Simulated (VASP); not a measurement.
Here is a VASP 6.6.1 calculation.

File INCAR:

```
  PREC = Accurate
  ENCUT = 520
  EDIFF = 1E-6
  ISMEAR = 0
  SIGMA = 0.1
  LREAL = F
  LASPH = T
  NELM = 80
  ALGO = Fast
  ISIF = 2
  LWAVE = F
  LCHARG = F
  GGA = PE
  NBANDS = 22
```

KPOINTS

```
Automatic mesh
0
Gamma
  8 10 8
```

POSCAR

```
Li3B
1.0
    6.4267127952      0.0000000000     -0.2307262491
    0.0000000000      3.0621244281      0.0000000000
   -3.3466365417      0.0000000000      5.9851681214
Li B
6 2
Direct
    0.2598560325      0.2500000000      0.1487104572
   -0.0870808349      0.7500000000      0.2506491535
    0.3617567561      0.2500000000      0.6156612181
    0.7401439675      0.7500000000      0.8512895428
    1.0870808349      0.2500000000      0.7493508465
    0.6382432439      0.7500000000      0.3843387819
    0.5357506240      0.2500000000      0.0201158328
    0.4642493760      0.7500000000      0.9798841672
```

Potentials or basis: VASP PAW PBE potentials, release 64 (Li_sv, B).

Launch:

```console
$ cat potpaw_PBE.64/Li_sv/POTCAR potpaw_PBE.64/B/POTCAR > POTCAR
$ mpirun -np 1 vasp_std > vasp.out
```

Q: What does it give for the largest force?

A: 0.007 eV/Å.

Q: Estimate the band gap on the k mesh.

A: Zero (bands 12 and 13 overlap by 1.13 eV).

Forces on the atoms (eV/Å):
```
Li   0.001  0.000 -0.001
Li  -0.002  0.000 -0.001
Li   0.000  0.000  0.002
Li  -0.001  0.000  0.001
Li   0.002  0.000  0.001
Li   0.000  0.000 -0.002
B    0.006  0.000  0.003
B   -0.006  0.000 -0.003
```
